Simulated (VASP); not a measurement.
B8N7 (a cell with a defect), 15 atoms in the cell. The cell holds a defect, 15 atoms: a = 4.936 Å, b = 4.936 Å, c = 5.108 Å, α = 104.99°, β = 104.99°, γ = 117.68°.  This cell differs from its parent crystal: atoms taken out, atom 9 moved 0.250 of the way to it and +0.525 Å across, host rigid.

| Property | Result |
| --- | --- |
| Program | VASP 6.6.1 |
| Task | single point |
| Functional | PBE |
| Potentials or basis | VASP PAW PBE potentials, release 64 (B, N) |
| Cutoff | 520 eV |
| k mesh | 6 × 6 × 6 |
| Occupations | gaussian, width 0.05 eV |
| Spin | no spin polarisation |
| Dipole correction | no |
| Charge | 3 |
| Further INCAR settings | LREAL = Auto; ALGO = Normal; EDIFF = 1e-07; NBANDS = 42; NELECT = 56.0 |

Potentials or basis: VASP PAW PBE potentials, release 64 (B, N).

Launch:

```bash
$ cat potpaw_PBE.64/B/POTCAR potpaw_PBE.64/N/POTCAR > POTCAR
$ mpirun -np 1 vasp_std > vasp.out
```

Hardware: 1 thread of Intel Xeon 8259CL, on a shared host.

Estimate the wall time of this run.

Wall time 27 min on 1 thread of Intel Xeon 8259CL, on a shared host, peak memory 0.43 GiB. Counts: scf iterations 17, k points 112.
